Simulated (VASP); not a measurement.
TiO2, 6 atoms in the cell. Symmetry: P4_2/mnm, No. 136, tetragonal system. The conventional cell has a = 4.639 Å, b = 4.639 Å, c = 2.882 Å, α = 90.00°, β = 90.00°, γ = 90.00°. Within 2.6 Å of Ti (site symmetry mmm) lie 6 O at 1.93 to 1.99 Å. O (site symmetry m2m) has 3 Ti at 1.93 to 1.99 Å and 1 O at 2.57 Å within 2.6 Å.  This cell differs from its parent crystal: in-plane strain +0.02.

```yaml
Program: VASP 6.6.1
Task: single point
Functional: LDA
Potentials_or_basis: VASP PAW LDA potentials, release 64 (Ti_sv, O)
Cutoff: 520 eV
k_mesh: 6 × 6 × 8
Occupations: gaussian, width 0.01 eV
Spin: no spin polarisation
Dipole_correction: no
Further_INCAR_settings: ALGO = Normal; EDIFF = 1e-06; NBANDS = 33
```

Potentials or basis: VASP PAW LDA potentials, release 64 (Ti_sv, O).

Command:

```console
$ cat potpaw_LDA.64/Ti_sv/POTCAR potpaw_LDA.64/O/POTCAR > POTCAR
$ mpirun -np 1 vasp_std > vasp.out
```

Hardware: 1 thread of Intel(R) Xeon(R) 6975P-C (Granite Rapids), on a shared host.

**Question.** Estimate the wall time of this run.

**Answer.** It took 63 s on 1 thread of Intel(R) Xeon(R) 6975P-C (Granite Rapids), with other jobs on the host, peak memory 0.2 GiB. Counts: scf iterations 16, k points 50.
